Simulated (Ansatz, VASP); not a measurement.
**Sn2As2Se: VASP beside Ansatz**

```xyz
5
Lattice="5.1701 0.0000 0.0000 -2.5850 4.4774 0.0000 0.0000 0.0000 5.8373" Properties=species:S:1:pos:R:3 pbc="T T T"
Sn    0.0000    2.9849    2.9186
Sn    2.5850    1.4925    2.9186
As    0.0000    2.9849    0.0000
As    2.5850    1.4925    0.0000
Se    0.0000    0.0000    2.9186
```

Alike in both runs: functional PBE; k mesh 6 × 6 × 4; occupations gaussian, width 0.1 eV; no spin polarisation.

Ansatz relaxed the structure, and its values are those at the end. VASP's run is a single point on that final structure, the one shown.

```csv
,VASP,Ansatz
version,VASP 6.6.1,Ansatz 0.2.0
potentials or method,"VASP PAW PBE potentials, release 64 (Sn_d, As, Se), cutoff 520 eV","scalar-relativistic, plane waves, PAW"
valence electrons in the cell,44,74
```

```csv
,VASP,Ansatz,Ansatz less VASP
gap on the k mesh at the Fermi level (eV),none,none,-
pressure (GPa),0.0,0.0,-0.01
```

A gap of «none» marks a metal or a gap that the smearing closes. VASP's potentials hold 44 valence electrons a cell and Ansatz's 74, so a difference there can come from the potentials and not from the codes.
